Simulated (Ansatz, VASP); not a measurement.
# AlNi3: VASP beside Ansatz

```
Ni Al
1.0
     3.52305    0.00000    0.00000
     0.00000    3.52305    0.00000
     0.00000    0.00000    3.52305
Ni Al
3 1
Direct
  0.50000 0.50000 0.00000
  0.50000 0.00000 0.50000
  0.00000 0.50000 0.50000
  0.00000 0.00000 0.00000
```

Alike in both runs: task single point; functional PBEsol; k mesh 6 × 6 × 6; occupations fermi-dirac, width 0.05 eV; collinear spin; fixed moment 4.5 μB.

|  | VASP | Ansatz |
| --- | --- | --- |
| version | VASP 6.6.1 | Ansatz 0.2.0 |
| potentials or method | VASP PAW PBE potentials, release 64 (Ni_sv_GW, Al) | Ansatz PAW |
| plane-wave cutoff (eV) | 590 | 420 |
| valence electrons in the cell | 57 | 57 |

|  | VASP | Ansatz | Ansatz less VASP |
| --- | --- | --- | --- |
| pressure (GPa) | 11.6 | 14.6 | +2.94 |
| net moment per atom (μB) | 1.12 | 1.12 | 0.000 |
| size of the moment on the site where the two differ most (μB) | 0.13 | 0.20 | +0.066 |

VASP's potentials were made for PBE, not for PBEsol. Site moments also hang on the region over which each program counts them. With one functional, cell and mesh, what is left measures potentials, basis and numerics.
